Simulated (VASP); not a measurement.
Write the native input for VASP 6.6.1 that does the following.

- Task: single point
- Functional: PBEsol
- Potentials or basis: VASP PAW PBE potentials, release 64 (Ni, O)
- Cutoff: 520 eV
- k mesh: 11 × 11 × 11
- Occupations: fermi-dirac, width 0.05 eV
- Spin: collinear spin, ferromagnetic start
- Starting moments: [1.0, 0.0] μB
- Dipole correction: no
- Further INCAR settings: ALGO = Normal; EDIFF = 1e-06; NBANDS = 19

The structure of NiO lies in POSCAR:

```
NiO
1.0
    0.0000000000      2.0595061133      2.0595061133
    2.0595061133      0.0000000000      2.0595061133
    2.0595061133      2.0595061133      0.0000000000
Ni O
1 1
Direct
    0.0000000000      0.0000000000      0.0000000000
    0.5000000000      0.5000000000      0.5000000000
```

One way to write it, as run:

INCAR

```
SYSTEM = NiO
PREC = Accurate
ENCUT = 520
EDIFF = 1E-6
ISMEAR = -1
SIGMA = 0.05
LREAL = .False.
LASPH = .True.
NELM = 150
ALGO = Normal
ISIF = 2
LWAVE = .False.
LCHARG = .False.
ISPIN = 2
MAGMOM = 1 0
LORBIT = 11
LMAXMIX = 4
GGA = PS
NBANDS = 19
```

KPOINTS

```
Automatic mesh
0
Gamma
  11 11 11
  0 0 0
```

Potentials or basis: VASP PAW PBE potentials, release 64 (Ni, O).

Command:

```bash
$ cat potpaw_PBE.64/Ni/POTCAR potpaw_PBE.64/O/POTCAR > POTCAR
$ mpirun -np 1 vasp_std > vasp.out
```

It gave:

- Pressure: -0.4 GPa
- Net moment: 1.24 μB per cell
- Site moments: Ni +1.04; O +0.17 μB
- Valence electrons inside the program's atomic spheres: Ni 9.11; O 4.95

Caveat: the PAW data sets were made with another functional, which shifts forces and pressure a little; a cell with one magnetic atom can't hold antiferromagnetic order, which such compounds often take.

Run time: 32 s on 1 thread of Intel(R) Xeon(R) Platinum 8488C (Sapphire Rapids), with other jobs on the host, peak memory 0.17 GiB.
